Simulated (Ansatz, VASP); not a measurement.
HfB2 in VASP and in Ansatz

```
Hf B
1.0
     3.14000    0.00000    0.00000
    -1.57000    2.71932    0.00000
     0.00000    0.00000    3.48000
Hf B
1 2
Direct
  0.00000 0.00000 0.00000
  0.66667 0.33333 0.50000
  0.33333 0.66667 0.50000
```

Alike in both runs: task relaxation of cell and atoms; functional PBE; k mesh 10 × 10 × 8; occupations fermi-dirac, width 0.05 eV; no spin polarisation; Hubbard terms Hf d U = 2.0 eV.

```csv
,VASP,Ansatz
version,VASP 6.6.1,Ansatz 0.2.0
potentials or method,"VASP PAW PBE potentials, release 64 (Hf_pv, B)",Ansatz PAW
plane-wave cutoff (eV),600,420
valence electrons in the cell,16,32
```

```csv
,VASP,Ansatz,Ansatz less VASP
"gap on the k mesh at the Fermi level, each at its own relaxed structure (eV)",none,none,-
relaxed volume (Å³/atom),10.18,10.04,-0.132
relaxed cell length with the largest relative difference (Å),3.533,3.514,-0.0197
```

The programs project onto different local orbitals, so the same U acts differently, and such runs can settle in different states. A gap of «none» marks a metal or a gap that the smearing closes. VASP's potentials hold 16 valence electrons a cell and Ansatz's 32, so a difference there can come from the potentials and not from the codes.

Spin-orbit coupling is off throughout. Noted on Ansatz's run: the plane-wave basis is chosen anew once the cell has moved, so the energies of steps on either side of that aren't comparable.
